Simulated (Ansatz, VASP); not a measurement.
**Two plane-wave programs on Nb**

Contents of POSCAR:

```
Nb
1.0
   -1.6355909968      1.6355909968      1.6355909968
    1.6355909968     -1.6355909968      1.6355909968
    1.6355909968      1.6355909968     -1.6355909968
Nb
1
Direct
    0.0000000000      0.0000000000      0.0000000000
```

INCAR.step1

```
SYSTEM = Nb
ALGO     = Normal         ! electronic algorithm
EDIFF    = 1E-4           ! SCF threshold, eV
ENCUT    = 520            ! plane-wave cutoff, eV
GGA      = PE             ! functional
ISMEAR   = 0              ! smearing method
LASPH    = .True.         ! aspherical terms in the spheres
LCHARG   = .False.        ! write CHGCAR
LREAL    = .False.        ! projectors in reciprocal space
LWAVE    = .True.         ! write WAVECAR
NBANDS   = 12             ! bands
NELM     = 80             ! most SCF steps
PREC     = Accurate       ! precision mode
SIGMA    = 0.1            ! smearing width, eV
```

INCAR.step2

```
SYSTEM = Nb
ALGO     = Normal         ! electronic algorithm
EDIFF    = 1E-6           ! SCF threshold, eV
ENCUT    = 520            ! plane-wave cutoff, eV
ISIF     = 2              ! what is computed and relaxed
ISMEAR   = 0              ! smearing method
ISTART   = 1            
LASPH    = .True.         ! aspherical terms in the spheres
LCHARG   = .False.        ! write CHGCAR
LMIXTAU  = .True.       
LREAL    = .False.        ! projectors in reciprocal space
LWAVE    = .False.        ! write WAVECAR
METAGGA  = R2SCAN         ! meta-GGA
NBANDS   = 12             ! bands
NELM     = 80             ! most SCF steps
PREC     = Accurate       ! precision mode
SIGMA    = 0.1            ! smearing width, eV
```

File KPOINTS:

```
k-points
0
Gamma
  18 18 18
  0 0 0
```

Input for Ansatz:

```yaml
crystal:
  lattice:
    - [-1.6355909968, 1.6355909968, 1.6355909968]
    - [1.6355909968, -1.6355909968, 1.6355909968]
    - [1.6355909968, 1.6355909968, -1.6355909968]
  atoms:
    - { symbol: Nb, position: [0.0, 0.0, 0.0] }
basis:
  ecutwfc: 500
kpoints:
  mp_grid: { grid: [18, 18, 18] }
hamiltonian:
  xc: r2scan
scf:
  occupations: { method: gaussian, width: 0.1 }
output:
  forces: true
  stress: true
  eigenvalues: true
```

Alike in both runs: task single point; functional r2SCAN; k mesh 18 × 18 × 18; occupations gaussian, width 0.1 eV; no spin polarisation.

|  | VASP | Ansatz |
| --- | --- | --- |
| version | VASP 6.6.1 | Ansatz 0.2.0 |
| potentials or method | VASP PAW PBE potentials, release 64 (Nb_sv), cutoff 520 eV | scalar-relativistic, plane waves, PAW |
| valence electrons in the cell | 13 | 13 |

VASP gave:

| Quantity | Value |
| --- | --- |
| gap on the k mesh at the Fermi level (eV) | none |
| pressure (GPa) | 5.4 |

**Question.** Which values does Ansatz return?

**Answer.** gap on the k mesh at the Fermi level (eV): none; pressure (GPa): 5.6.

VASP's potentials were made for PBE, not for r2SCAN. A gap of «none» marks a metal or a gap that the smearing closes.
